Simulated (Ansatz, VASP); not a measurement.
## Two plane-wave programs on In

```
In
1.0
    -1.83710    1.83710    1.83710
     1.83710   -1.83710    1.83710
     1.83710    1.83710   -1.83710
In
1
Cartesian
  0.0000 0.0000 0.0000
```

Alike in both runs: functional LDA; k mesh 15 × 15 × 15; occupations fermi-dirac, width 0.05 eV; no spin polarisation.

Ansatz relaxed the structure, and its values are those at the end. VASP's run is a single point on that final structure, the one shown.

```csv
,VASP,Ansatz
version,VASP 6.6.1,Ansatz 0.2.0
potentials or method,"VASP PAW LDA potentials, release 64 (In_d)","PAW with Ansatz's default frozen-core files, scalar-relativistic"
plane-wave cutoff (eV),520,420
valence electrons in the cell,13,13
```

```csv
,VASP,Ansatz,Ansatz less VASP
pressure (GPa),0.0,0.0,-0.03
```

LDA's correlation is that of Perdew and Zunger in VASP and of Perdew and Wang (1992) in Ansatz.
